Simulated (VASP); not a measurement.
Crystal: TiCo.

```xyz
2
Lattice="3.0447 0.0000 0.0000 0.0000 3.0447 0.0000 0.0000 0.0000 3.0447" Properties=species:S:1:pos:R:3 pbc="T T T"
Co    1.5223    1.5223    1.5223
Ti    0.0000    0.0000    0.0000
```

Base run:

| Property | Result |
| --- | --- |
| Program | VASP 6.6.1 |
| Functional | PBE |
| Potentials or basis | VASP PAW PBE potentials, release 64 (Co, Ti_sv) |
| Cutoff | 520 eV |
| k mesh | 9 × 9 × 9 |
| Occupations | fermi-dirac, width 0.05 eV |
| Spin | collinear spin, ferromagnetic start |
| Starting moments | [2.0, 1.0] μB |

Its results: pressure -9.2 GPa; net moment 0.86 μB per cell; site moments Co +1.00; Ti -0.07 μB.

Q: The run is repeated on the same cell with these changes: potentials or basis from VASP PAW PBE potentials, release 64 (Co, Ti_sv) to VASP PAW PBE potentials, release 64 (Co_sv, Ti_sv); cutoff from 520 eV to 600 eV; further incar settings from ALGO = Fast; EDIFF = 1e-06; NBANDS = 22 to ALGO = Normal; EDIFF = 1e-06; NBANDS = 26; valence electrons from 21 to 29. What comes out?

A: Pressure -10.2 GPa; net moment 0.87 μB per cell; site moments Co +1.01; Ti -0.08 μB.
